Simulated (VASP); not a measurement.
# Ca (Fd-3m) in VASP: a series of runs, part 2 of 2

VASP 6.6.1.

## Step 3: Relaxation of cell and atoms, PBE, target pressure 6.1 GPa, at which the enthalpy is minimised

This run uses another cell than the first one, of 38.05 Å³/atom.

INCAR

```
SYSTEM = Ca
PREC     = Accurate       ! precision mode
ENCUT    = 600            ! plane-wave cutoff, eV
EDIFF    = 1E-6           ! SCF threshold, eV
ISMEAR   = -1             ! smearing method
SIGMA    = 0.08           ! smearing width, eV
LREAL    = .FALSE.        ! projectors in reciprocal space
LASPH    = .TRUE.         ! aspherical terms in the spheres
NELM     = 80             ! most SCF steps
ALGO     = Normal         ! electronic algorithm
ISIF     = 3              ! what is computed and relaxed
LWAVE    = .FALSE.        ! write WAVECAR
LCHARG   = .FALSE.        ! write CHGCAR
GGA      = PE             ! functional
IBRION   = 2              ! ionic algorithm
NSW      = 60             ! ionic steps
EDIFFG   = -0.005         ! ionic threshold
PSTRESS  = 61.0
```

KPOINTS

```
regular mesh
0
G
  10 10 10
  0 0 0
```

POSCAR

```
Ca
1.0
    0.0000000000      3.3634045412      3.3634045412
    3.3634045412      0.0000000000      3.3634045412
    3.3634045412      3.3634045412      0.0000000000
Ca
2
Direct
   -0.1250000000     -0.1250000000     -0.1250000000
    0.1250000000      0.1250000000      0.1250000000
```

Potentials or basis: VASP PAW PBE potentials, release 64 (Ca_sv).

Command:

```bash
> cat potpaw_PBE.64/Ca_sv/POTCAR > POTCAR
> mpirun -np 1 vasp_std > vasp.out
```

OUTCAR:

```text
SYSTEM = Ca
   PREC = Accurate
   ENCUT = 600
   EDIFF = 1E-6
   ISMEAR = -1
   LREAL = .FALSE.
   LASPH = .TRUE.
   NELM = 80
   ISIF = 3
   GGA = PE
   IBRION = 2
   NSW = 60
   EDIFFG = -0.005
   PSTRESS = 61.0

 ion  position               nearest neighbor table
   1  0.875  0.875  0.875-   2 2.91   2 2.91   2 2.91   2 2.91
   2  0.125  0.125  0.125-   1 2.91   1 2.91   1 2.91   1 2.91

  LATTYP: Found a face centered cubic cell.
 ALAT       =     6.7268090824

  Lattice vectors:

 A1 = (   0.0000000000,   3.3634045412,   3.3634045412)
 A2 = (   3.3634045412,   0.0000000000,   3.3634045412)
 A3 = (   3.3634045412,   3.3634045412,   0.0000000000)

Analysis of symmetry for initial positions (statically):
=====================================================================
 Subroutine PRICEL returns:
 Original cell was already a primitive cell.

 Routine SETGRP: Setting up the symmetry group for a
 face centered cubic supercell.

 Subroutine GETGRP returns: Found 48 space group operations
 (whereof 12 operations were pure point group operations)
 out of a pool of 48 trial point group operations.

The static configuration has the point symmetry D_3d.
 The point group associated with its full space group is O_h .

Analysis of symmetry for dynamics (positions and initial velocities):
=====================================================================
 Subroutine PRICEL returns:
 Original cell was already a primitive cell.

 Routine SETGRP: Setting up the symmetry group for a
 face centered cubic supercell.

 Subroutine GETGRP returns: Found 48 space group operations
 (whereof 12 operations were pure point group operations)
 out of a pool of 48 trial point group operations.

The dynamic configuration has the point symmetry D_3d.
 The point group associated with its full space group is O_h .

[... 133 lines left out ...]
 maximum number of plane-waves:      2637
 NGX is ok and might be reduce to    40
   NGX = 19   NGY = 19   NGZ = 19

--------------------------------------- Ionic step        1  -------------------------------------------

 number of electron      19.9999999 magnetization

 Free energy of the ion-electron system (eV)
  ---------------------------------------------------
  ext. energy  EPLUGINS =         0.00000000
  ---------------------------------------------------
  free energy    TOTEN  =        -0.79513015 eV

  energy without entropy =       -0.73131623  energy(sigma->0) =       -0.76322319

------------------------ aborting loop because EDIFF is reached ----------------------------------------

  FORCE on cell =-STRESS in cart. coord.  units (eV):
  Direction    XX          YY          ZZ          XY          YZ          ZX
  --------------------------------------------------------------------------------------
  -------------------------------------------------------------------------------------
  Total        2.3789766      2.3789766      2.3789766      0.0000000     -0.0000000      0.0000000
  in kB       50.0879714     50.0879714     50.0879714      0.0000000     -0.0000000      0.0000000
  external PRESSURE =     -10.9120286 kB  Pullay stress =      61.0000000 kB
[... 101 lines left out ...]
--------------------------------------- Ionic step        4  -------------------------------------------

 number of electron      20.0000002 magnetization

 Free energy of the ion-electron system (eV)
  ---------------------------------------------------
  ext. energy  EPLUGINS =         0.00000000
  ---------------------------------------------------
  free energy    TOTEN  =        -0.37912699 eV

  energy without entropy =       -0.32398715  energy(sigma->0) =       -0.35155707

 E-fermi :   3.1027     XC(G=0):  -8.5225

 val. band max:        3.0792786432   @ k =   0.2000   0.1000   0.0000
 cond. band min:       3.1171968148   @ k =  -0.3000   0.3000   0.0000
 fundamental gap:      0.0379181717
 Fermi energy:         3.1026542328

 k-point     1 :       0.0000    0.0000    0.0000
  band No.  band energies     occupation
      1     -39.2573      2.00000
      2     -38.7441      2.00000
      3     -20.4814      2.00000
      4     -20.4814      2.00000
      5     -20.4814      2.00000
      6     -19.7242      2.00000
      7     -19.7242      2.00000
      8     -19.7242      2.00000
      9      -0.9498      2.00000
     10       3.5862      0.00473
     11       3.5862      0.00473
     12       4.2148      0.00000
     13       4.2148      0.00000
     14       4.2148      0.00000
[... 377 lines left out ...]
      1     -39.1168      2.00000
      2     -38.8895      2.00000
      3     -20.6544      2.00000
      4     -20.6451      2.00000
      5     -20.2889      2.00000
      6     -19.9397      2.00000
      7     -19.5535      2.00000
      8     -19.5471      2.00000
      9       1.0776      2.00000
     10       2.2562      1.99995
     11       3.5532      0.00714
     12       4.4276      0.00000
     13       4.5782      0.00000
     14       4.6497      0.00000

 [... further k-points ...]

------------------------ aborting loop because EDIFF is reached ----------------------------------------

  FORCE on cell =-STRESS in cart. coord.  units (eV):
  Direction    XX          YY          ZZ          XY          YZ          ZX
  --------------------------------------------------------------------------------------
  -------------------------------------------------------------------------------------
  Total        2.4392550      2.4392550      2.4392550      0.0000000      0.0000000      0.0000000
  in kB       60.9576732     60.9576732     60.9576732      0.0000000      0.0000000      0.0000000
  external PRESSURE =      -0.0423268 kB  Pullay stress =      61.0000000 kB
[... 21 lines left out ...]
  energy  without entropy=       -0.3239871464  energy(sigma->0) =       -0.35155707

  enthalpy is  TOTEN    =         2.0618217867 eV   P V=        2.4409487791

 reached required accuracy - stopping structural energy minimisation
```

CONTCAR:

```text
Ca
   1.00000000000000
    -0.0000000000000000    3.1766532085309924    3.1766532085309924
     3.1766532085309924   -0.0000000000000000    3.1766532085309924
     3.1766532085309924    3.1766532085309924    0.0000000000000000
  Ca
     2
Direct
     0.8750000000000000    0.8750000000000000    0.8750000000000000
     0.1250000000000000    0.1250000000000000    0.1250000000000000

  0.00000000E+00  0.00000000E+00  0.00000000E+00
  0.00000000E+00  0.00000000E+00  0.00000000E+00
```

Run time: 5.9 min. Hardware: 1 thread of Oxide Virtual Turin-like, shared host; peak memory 0.24 GiB.

What came out:

```yaml
Free_energy: -0.3791 eV
Relaxed_volume: 32.06 Å³/atom
Relaxed_cell: a = 4.492 Å, b = 4.492 Å, c = 4.492 Å, α = 60.00°, β = 60.00°, γ = 60.00°
Space_group_after_relaxing_to_0.1_Å: Fd-3m (No. 227)
Energy_change_on_relaxing_the_run_minimises_the_enthalpy: +208.0 meV/atom
Ionic_steps: 4
Pressure_after_relaxing: 6.1 GPa
Band_gap_on_the_k_mesh: zero (bands 10 and 11 overlap by 0.47 eV)
```

The path:
```
step  energy change (eV)  largest force (eV/Å)  pressure (GPa)  volume (Å³)
   1              0.0000                0.0000            5.01        76.10
   2              0.0906                0.0000            5.28        73.28
   3              0.3383                0.0000            5.89        66.19
   4              0.4160                0.0000            6.10        64.11
```

Final structure:
```
CELL_PARAMETERS angstrom
0.00000 3.17665 3.17665
3.17665 0.00000 3.17665
3.17665 3.17665 0.00000
ATOMIC_POSITIONS crystal
Ca 0.87500 0.87500 0.87500
Ca 0.12500 0.12500 0.12500
```

Caveat: the cell is relaxed towards a set pressure, so the run minimises the enthalpy, not the energy; the volume moved by over 15 % at a fixed basis, so the end points are rough.

The gap in the log of VASP goes by the Fermi energy; the results here count the filled bands.